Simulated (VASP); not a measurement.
# GaN in VASP: a series of runs, part 2 of 2

VASP 6.6.1. Earlier steps stand in the parts before.

## 5. Single point, PBE (mode 11 frozen in at +0.000 Å and mode 13 at +0.039 Å (largest displacements))

Input file INCAR:

```
SYSTEM = GaN
PREC = Accurate
ENCUT = 520
EDIFF = 1E-6
ISMEAR = 0
SIGMA = 0.05
LREAL = .FALSE.
LASPH = .TRUE.
NELM = 100
ALGO = Normal
ISIF = 2
LWAVE = .FALSE.
LCHARG = .FALSE.
GGA = PE
NBANDS = 46
```

Input file KPOINTS:

```
Automatic mesh
0
G
  8 6 6
  0 0 0
```

Input file POSCAR:

```
GaN
1.0
   -3.2185392732      0.0000000000      0.0000000000
    0.0000000000      0.0000000000     -5.2433778863
    0.0000000001     -5.5746735474      0.0000000000
Ga N
4 4
Direct
    0.5000000000      0.0023652688      0.1666655569
    0.0000000000      0.0023652688      0.6666655569
    0.0000000000      0.5023652688      0.3333344431
    0.5000000000      0.5023652688      0.8333344431
    0.5000000000      0.6166605478      0.1666596327
    0.0000000000      0.6166605478      0.6666596327
    0.0000000000      0.1166605478      0.3333403673
    0.5000000000      0.1166605478      0.8333403673
```

Potentials or basis: VASP PAW PBE potentials, release 64 (Ga_d, N).

Launch:

```console
cat potpaw_PBE.64/Ga_d/POTCAR potpaw_PBE.64/N/POTCAR > POTCAR
mpirun -np 1 vasp_std > vasp.out
```

OUTCAR:

```text
SYSTEM = GaN
   PREC = Accurate
   ENCUT = 520
   EDIFF = 1E-6
   ISMEAR = 0
   LREAL = .FALSE.
   LASPH = .TRUE.
   NELM = 100
   ISIF = 2
   GGA = PE

 ion  position               nearest neighbor table
   1  0.500  0.002  0.167-   8 1.95   7 1.95   7 1.95   5 2.02
   2  0.000  0.002  0.667-   7 1.95   8 1.95   8 1.95   6 2.02
   3  0.000  0.502  0.333-   6 1.95   5 1.95   5 1.95   7 2.02
   4  0.500  0.502  0.833-   5 1.95   6 1.95   6 1.95   8 2.02
   5  0.500  0.617  0.167-   4 1.95   3 1.95   3 1.95   1 2.02
   6  0.000  0.617  0.667-   3 1.95   4 1.95   4 1.95   2 2.02
   7  0.000  0.117  0.333-   2 1.95   1 1.95   1 1.95   3 2.02
   8  0.500  0.117  0.833-   1 1.95   2 1.95   2 1.95   4 2.02

  LATTYP: Found a simple orthorhombic cell.
 ALAT       =     3.2185392732
 B/A-ratio  =     1.6291172613
 C/A-ratio  =     1.7320508076

  Lattice vectors:

 A1 = (  -3.2185392732,   0.0000000000,   0.0000000000)
 A2 = (   0.0000000000,   0.0000000000,  -5.2433778863)
 A3 = (   0.0000000001,  -5.5746735474,   0.0000000000)

Analysis of symmetry for initial positions (statically):
=====================================================================
 Subroutine PRICEL returns following result:

  LATTYP: Found a hexagonal cell.
 ALAT       =     3.2185392732
 C/A-ratio  =     1.6291172613

  Lattice vectors:

 A1 = (  -1.6092696365,  -2.7873367737,   0.0000000000)
 A2 = (  -1.6092696366,   2.7873367737,   0.0000000000)
 A3 = (   0.0000000000,   0.0000000000,  -5.2433778863)

   2 primitive cells build up your supercell.

 Routine SETGRP: Setting up the symmetry group for a
 simple orthorhombic supercell.

 Subroutine GETGRP returns: Found  4 space group operations
 (whereof  2 operations were pure point group operations)
 out of a pool of  8 trial point group operations.

The static configuration has the point symmetry C_1h.
 The point group associated with its full space group is C_2v.

Analysis of symmetry for dynamics (positions and initial velocities):
=====================================================================
 Subroutine PRICEL returns following result:

  LATTYP: Found a hexagonal cell.
 ALAT       =     3.2185392732
 C/A-ratio  =     1.6291172613

  Lattice vectors:

 A1 = (  -1.6092696365,  -2.7873367737,   0.0000000000)
 A2 = (  -1.6092696366,   2.7873367737,   0.0000000000)
 A3 = (   0.0000000000,   0.0000000000,  -5.2433778863)

   2 primitive cells build up your supercell.

 Routine SETGRP: Setting up the symmetry group for a
 simple orthorhombic supercell.

 Subroutine GETGRP returns: Found  4 space group operations
 (whereof  2 operations were pure point group operations)
 out of a pool of  8 trial point group operations.

The dynamic configuration has the point symmetry C_1h.
 The point group associated with its full space group is C_2v.

 Subroutine INISYM returns: Found  4 space group operations
 (whereof  2 operations are pure point group operations),
 and found     2 'primitive' translations
[... 42 lines left out ...]

  Length of vectors
     0.038837494  0.031786125  0.029897117

  Shift w.r.t. Gamma in fractional coordinates (k-lattice)
     0.000000000  0.000000000  0.000000000

 Subroutine IBZKPT returns following result:
 ===========================================

 Found     80 irreducible k-points:

 Following reciprocal coordinates:
            Coordinates               Weight
  0.000000  0.000000  0.000000      1.000000
  0.125000  0.000000  0.000000      2.000000
  0.250000  0.000000  0.000000      2.000000
  0.375000  0.000000 -0.000000      2.000000
  0.500000  0.000000  0.000000      1.000000
  0.000000  0.166667  0.000000      2.000000
[... 16 lines left out ...]
  0.250000  0.000000  0.166667      4.000000
  0.375000  0.000000  0.166667      4.000000
 [... further k-points ...]
   k-points           NKPTS =     80   k-points in BZ     NKDIM =     80   number of bands    NBANDS=     46
   number of dos      NEDOS =    301   number of ions     NIONS =      8
   total plane-waves  NPLWV =  40320
   dimension x,y,z NGX =    24 NGY =   40 NGZ =   42
   dimension x,y,z NGXF=    48 NGYF=   80 NGZF=   84
   ions per type =               4   4
   NGX,Y,Z   is equivalent  to a cutoff of  12.40, 12.68, 12.53 a.u.
   NGXF,Y,Z  is equivalent  to a cutoff of  24.79, 25.36, 25.05 a.u.
 SYSTEM =  GaN
   PREC   = accura    normal or accurate (medium, high low for compatibility)
   ISTART =      0    job   : 0-new  1-cont  2-samecut
   ICHARG =      2    charge: 1-file 2-atom 10-const
   ISPIN  =      1    spin polarized calculation?
   LNONCOLLINEAR =      F non collinear calculations
   LSORBIT =      F    spin-orbit coupling
   LASPH  =      T    aspherical Exc in radial PAW
   ENCUT  =  520.0 eV  38.22 Ry    6.18 a.u.   5.98  9.75 10.37*2*pi/ulx,y,z
   NELM   =    100;   NELMIN=  2; NELMDL= -5     # of ELM steps
   EDIFF  = 0.1E-05   stopping-criterion for ELM
   LREAL  =      F    real-space projection
   EDIFFG = 0.1E-04   stopping-criterion for IOM
   NSW    =      0    number of steps for IOM
   IBRION =     -1    ionic relax: 0-MD 1-quasi-New 2-CG
   NFREE  =      0    steps in history (QN), initial steepest desc. (CG)
   ISIF   =      2    stress and relaxation
   ISYM   =      2    0-nonsym 1-usesym 2-fastsym
   POTIM  = 0.5000    time-step for ionic-motion
   TEBEG  =    0.0;   TEEND  =   0.0 temperature during run
   PSTRESS=    0.0 pullay stress
   NELECT =      72.0000    total number of electrons
   NUPDOWN=      -1.0000    fix difference up-down
   EMIN   =  10.00;   EMAX   =-10.00  energy-range for DOS
   EFERMI =   0.00;   METHOD = LEGACY
   ISMEAR =     0;   SIGMA  =   0.05  broadening in eV -4-tet -1-fermi 0-gaus
   EFERMI_NEDOS =   21; number of points for ismear=-14 and -15
   IALGO  =     38    algorithm
   IMIX   =      4    mixing-type and parameters
     AMIX     =   0.40;   BMIX     =  1.00
     AMIX_MAG =   1.60;   BMIX_MAG =  1.00
  volume/ion in A,a.u.               =      11.76        79.36
  Fermi-wavevector in a.u.,A,eV,Ry     =   1.497462  2.829793 30.509608  2.242393
  Thomas-Fermi vector in A             =   2.609347
   LORBIT       =      0    0 simple, 1 ext, 2 COOP (PROOUT), +10 PAW based schemes
   GGA     = PE    functional components
   LHFCALC =     F    Hartree Fock is set to
   AEXX    =    0.0000 exact exchange contribution
   IVDW    =     0    specifies the selected vdW correction
   LEPSILON=     F    determine dielectric tensor
   LRPA    =     F    only Hartree local field effects (RPA)
 non-spin polarized calculation
 Gauss-broadening in eV      SIGMA  =   0.05
  energy-cutoff  :      520.00
  volume of cell :       94.08
 maximum number of plane-waves:      2568
 NGX is ok and might be reduce to    24
   NGX = 11   NGY = 19   NGZ = 21

 number of electron      71.9999989 magnetization

 Free energy of the ion-electron system (eV)
  ---------------------------------------------------
  ext. energy  EPLUGINS =         0.00000000
  ---------------------------------------------------
  free energy    TOTEN  =       -48.61231885 eV

  energy without entropy =      -48.61231885  energy(sigma->0) =      -48.61231885

 E-fermi :   5.2920     XC(G=0): -11.5126

 val. band max:        5.0693053954   @ k =   0.0000   0.0000   0.0000
 cond. band min:       6.7349078481   @ k =   0.0000   0.0000   0.0000
 fundamental gap:      1.6656024527
 Fermi energy:         5.2920373275

 k-point     1 :       0.0000    0.0000    0.0000
  band No.  band energies     occupation
      1     -10.7368      2.00000
      2      -9.9362      2.00000
      3      -9.9122      2.00000
      4      -9.7670      2.00000
      5      -8.4080      2.00000
      6      -8.4080      2.00000
[... 1165 lines left out ...]
     45      14.4471      0.00000
     46      14.5762      0.00000

 [... further k-points ...]
[... 5 lines left out ...]
  --------------------------------------------------------------------------------------
  -------------------------------------------------------------------------------------
  Total        0.9102996      0.9118509     -1.2022826     -0.0000000      0.0000000      0.0000000
  in kB       15.5026344     15.5290541    -20.4751808     -0.0000000      0.0000000      0.0000000
  external PRESSURE =       3.5188359 kB  Pullay stress =       0.0000000 kB

 VOLUME and BASIS-vectors are now :
 -----------------------------------------------------------------------------
  energy-cutoff  :      520.00
  volume of cell :       94.08
      direct lattice vectors                 reciprocal lattice vectors
    -3.218539273  0.000000000  0.000000000    -0.310699953 -0.000000000  0.000000000
     0.000000000  0.000000000 -5.243377886     0.000000000  0.000000000 -0.190716752
     0.000000000 -5.574673547  0.000000000     0.000000000 -0.179382701  0.000000000

 POSITION                                       TOTAL-FORCE (eV/Angst)
 -----------------------------------------------------------------------------------
     -1.60927     -0.92911     -0.01240         0.000000     -0.000915      0.439987
      0.00000     -3.71644     -0.01240         0.000000     -0.000915      0.439987
      0.00000     -1.85823     -2.63409        -0.000000      0.000915      0.439987
     -1.60927     -4.64557     -2.63409        -0.000000      0.000915      0.439987
     -1.60927     -0.92907     -3.23338         0.000000     -0.000763     -0.439987
      0.00000     -3.71641     -3.23338         0.000000     -0.000763     -0.439987
      0.00000     -1.85826     -0.61170        -0.000000      0.000763     -0.439987
     -1.60927     -4.64560     -0.61170        -0.000000      0.000763     -0.439987
 -----------------------------------------------------------------------------------
    total drift:                               -0.000000     -0.000050     -0.003576

  FREE ENERGIE OF THE ION-ELECTRON SYSTEM (eV)
  ---------------------------------------------------
  free  energy   TOTEN  =       -48.6123188502 eV

  energy  without entropy=      -48.6123188502  energy(sigma->0) =      -48.61231885
```

Wall time 3.4 min (1 thread of Oxide Virtual Turin-like, shared host); peak memory 0.33 GiB.

What came out:

| Item | Value |
| --- | --- |
| Free energy | -48.6123 eV |
| Pressure | 0.4 GPa |
| Largest force | 0.440 eV/Å |
| Band gap on the k mesh | 1.67 eV |

Forces on the atoms (eV/Å):
```
Ga   0.000 -0.001  0.440
Ga   0.000 -0.001  0.440
Ga   0.000  0.001  0.440
Ga   0.000  0.001  0.440
N    0.000 -0.001 -0.440
N    0.000 -0.001 -0.440
N    0.000  0.001 -0.440
N    0.000  0.001 -0.440
```

Levels at points of the mesh, in eV from the valence-band top:
```tsv
k point	band 32	band 33	band 34	band 35	band 36	band 37	band 38	band 39	band 40	band 41
(0.00, 0.00, 0.00)	-1.06	-1.06	-0.11	-0.11	0.00	1.67	3.92	4.88	5.31	5.98
(0.50, 0.00, 0.00)	-3.89	-2.21	-2.21	-1.76	-1.76	5.87	5.87	6.34	6.34	7.55
(0.00, 0.50, 0.00)	-1.79	-0.60	-0.60	-0.60	-0.60	3.99	3.99	4.29	4.29	7.41
(0.50, 0.50, 0.00)	-3.39	-1.56	-1.56	-1.56	-1.56	5.66	5.66	5.66	5.66	7.79
(0.00, 0.00, 0.50)	-1.99	-0.63	-0.63	-0.62	-0.62	4.04	4.04	5.64	5.64	7.27
(0.50, 0.00, 0.50)	-2.74	-2.03	-2.03	-1.14	-1.14	4.88	4.88	5.31	5.31	5.98
(0.00, 0.50, 0.50)	-2.03	-1.35	-1.35	-1.35	-1.35	5.06	5.06	5.06	5.06	7.35
(0.50, 0.50, 0.50)	-2.00	-1.79	-1.79	-1.79	-1.79	4.29	4.29	4.29	4.29	7.41
```

Caveat: the cell differs from its parent crystal (mode 11 frozen in at +0.000 Å and mode 13 at +0.039 Å (largest displacements)).

## 6. Single point, PBE (mode 11 frozen in at -0.032 Å and mode 13 at -0.078 Å (largest displacements))

Input file INCAR:

```
PREC     = Accurate       # precision mode
ENCUT    = 520            # plane-wave cutoff, eV
EDIFF    = 1E-6           # SCF threshold, eV
ISMEAR   = 0              # smearing method
SIGMA    = 0.05           # smearing width, eV
LREAL    = False          # projectors in reciprocal space
LASPH    = True           # aspherical terms in the spheres
NELM     = 60             # most SCF steps
ALGO     = Normal         # electronic algorithm
ISIF     = 2              # what is computed and relaxed
LWAVE    = False          # write WAVECAR
LCHARG   = False          # write CHGCAR
GGA      = PE             # functional
NBANDS   = 46             # bands
```

Input file KPOINTS:

```
Automatic mesh
0
Gamma
  8 6 6
```

Input file POSCAR:

```
GaN
1.0
   -3.2185392732      0.0000000000      0.0000000000
    0.0000000000      0.0000000000     -5.2433778863
    0.0000000001     -5.5746735474      0.0000000000
Ga N
4 4
Direct
    0.5000000000      0.0000436830      0.1720289337
    0.0000000000     -0.0043246023      0.6613088388
    0.0000000000      0.4956753977      0.3386911612
    0.5000000000      0.5000436830      0.8279710663
    0.5000000000      0.6381409350      0.1675868241
    0.0000000000      0.6400367182      0.6657746451
    0.0000000000      0.1400367182      0.3342253549
    0.5000000000      0.1381409350      0.8324131759
```

Potentials or basis: VASP PAW PBE potentials, release 64 (Ga_d, N).

Launch:

```console
cat potpaw_PBE.64/Ga_d/POTCAR potpaw_PBE.64/N/POTCAR > POTCAR
mpirun -np 1 vasp_std > vasp.out
```

Wall time 3.9 min (1 thread of Oxide Virtual Turin-like, shared host); peak memory 0.33 GiB.

It converged, with:

* Free energy: -48.3868 eV
* Pressure: 1.0 GPa
* Largest force: 1.755 eV/Å
* Band gap on the k mesh: 1.58 eV

Forces in eV/Å, atoms in the order of the input:
```
Ga   0.000  0.606 -0.908
Ga   0.000 -0.619 -1.642
Ga   0.000  0.619 -1.642
Ga   0.000 -0.606 -0.908
N    0.000 -0.013  1.139
N    0.000 -0.019  1.411
N    0.000  0.019  1.411
N    0.000  0.013  1.139
```

Stress tensor (GPa, compression positive):
```
-2.49  0.00  0.00
 0.00 -2.52  0.00
 0.00  0.00  7.95
```

Levels at points of the mesh, in eV from the valence-band top:
| k point | band 33 | band 34 | band 35 | band 36 | band 37 | band 38 | band 39 | band 40 |
| --- | --- | --- | --- | --- | --- | --- | --- | --- |
| (0.00, 0.00, 0.00) | -0.74 | -0.38 | -0.01 | 0.00 | 1.58 | 4.13 | 4.94 | 5.27 |
| (0.50, 0.00, 0.00) | -2.35 | -2.08 | -1.88 | -1.83 | 5.08 | 5.43 | 6.25 | 6.38 |
| (0.00, 0.50, 0.00) | -0.57 | -0.57 | -0.55 | -0.55 | 3.92 | 3.92 | 4.13 | 4.13 |
| (0.50, 0.50, 0.00) | -1.94 | -1.94 | -1.72 | -1.72 | 5.44 | 5.44 | 5.63 | 5.63 |
| (0.00, 0.00, 0.50) | -1.09 | -1.00 | -0.46 | -0.33 | 3.95 | 4.07 | 5.73 | 5.77 |
| (0.50, 0.00, 0.50) | -2.57 | -2.43 | -0.88 | -0.78 | 4.78 | 5.09 | 5.19 | 5.33 |
| (0.00, 0.50, 0.50) | -1.45 | -1.45 | -1.07 | -1.07 | 4.81 | 4.81 | 5.02 | 5.02 |
| (0.50, 0.50, 0.50) | -1.88 | -1.88 | -1.76 | -1.76 | 3.96 | 3.96 | 4.24 | 4.24 |

Caveat: the cell differs from its parent crystal (mode 11 frozen in at -0.032 Å and mode 13 at -0.078 Å (largest displacements)); forces of over 1 eV/Å act on the atoms, so gaps and moduli don't describe the material at rest.
